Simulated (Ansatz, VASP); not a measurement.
Two plane-wave programs on Pt2F

```xyz
3
Lattice="0.0000 2.8524 2.8524 2.8524 0.0000 2.8524 2.8524 2.8524 0.0000" Properties=species:S:1:pos:R:3 pbc="T T T"
Pt    1.4262    1.4262    1.4262
Pt    4.2786    4.2786    4.2786
F     0.0000    0.0000    0.0000
```

Change from the starting cell: species swapped into the In2Pt type (Fm-3m, No. 225).

Alike in both runs: functional PBE; k mesh 14 × 14 × 14; occupations gaussian, width 0.1 eV; no spin polarisation.

Ansatz relaxed the structure, and its values are those at the end. VASP's run is a single point on that final structure, the one shown.

```csv
,VASP,Ansatz
version,VASP 6.6.1,Ansatz 0.2.0
potentials or method,"VASP PAW PBE potentials, release 64 (Pt, F), cutoff 520 eV","scalar-relativistic, plane waves, PAW"
valence electrons in the cell,27,43
```

```csv
,VASP,Ansatz,Ansatz less VASP
gap on the k mesh at the Fermi level (eV),none,none,-
pressure (GPa),-0.3,0.0,+0.34
```

A gap of «none» marks a metal or a gap that the smearing closes. With one functional, cell and mesh, what is left measures potentials, basis and numerics. VASP's potentials hold 27 valence electrons a cell and Ansatz's 43, so a difference there can come from the potentials and not from the codes.

Neither program's run includes spin-orbit coupling.
